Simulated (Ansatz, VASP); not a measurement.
## Two plane-wave programs on KMgF3

```xyz
5
Lattice="3.9859 0.0000 0.0000 0.0000 3.9859 0.0000 0.0000 0.0000 3.9859" Properties=species:S:1:pos:R:3 pbc="T T T"
K     1.9929    1.9929    1.9929
Mg    0.0000    0.0000    0.0000
F     1.9929   -0.2210   -0.2210
F     0.0000    1.7720   -0.2210
F     0.0000   -0.2210    1.7720
```

Change from the starting cell: all F atoms moved +0.312 Å, as atom 3 towards its neighbour atom 1 (K) at 2.818 Å.

Alike in both runs: task single point; functional PBEsol; k mesh 6 × 6 × 6; occupations gaussian, width 0.05 eV; no spin polarisation.

```csv
,VASP,Ansatz
version,VASP 6.6.1,Ansatz 0.2.0
potentials or method,"VASP PAW PBE potentials, release 64 (K_sv, Mg, F), cutoff 520 eV","scalar-relativistic, plane waves, PAW"
valence electrons in the cell,32,40
```

|  | VASP | Ansatz | Ansatz less VASP |
| --- | --- | --- | --- |
| gap on the k mesh at the Fermi level (eV) | 7.08 | 7.10 | +0.021 |
| least direct gap on the mesh (eV) | 7.40 | 7.42 | +0.019 |
| pressure (GPa) | 4.7 | 4.9 | +0.22 |
| traceless stress, the component that is largest in VASP (GPa) | -4.88 | -4.78 | +0.106 |
| rms of the force components (eV/Å) | 1.046 | 1.025 | -0.0214 |

VASP's potentials were made for PBE, not for PBEsol. Atom by atom the forces differ by 0.022 eV/Å (rms over components). VASP's potentials hold 32 valence electrons a cell and Ansatz's 40, so a difference there can come from the potentials and not from the codes.
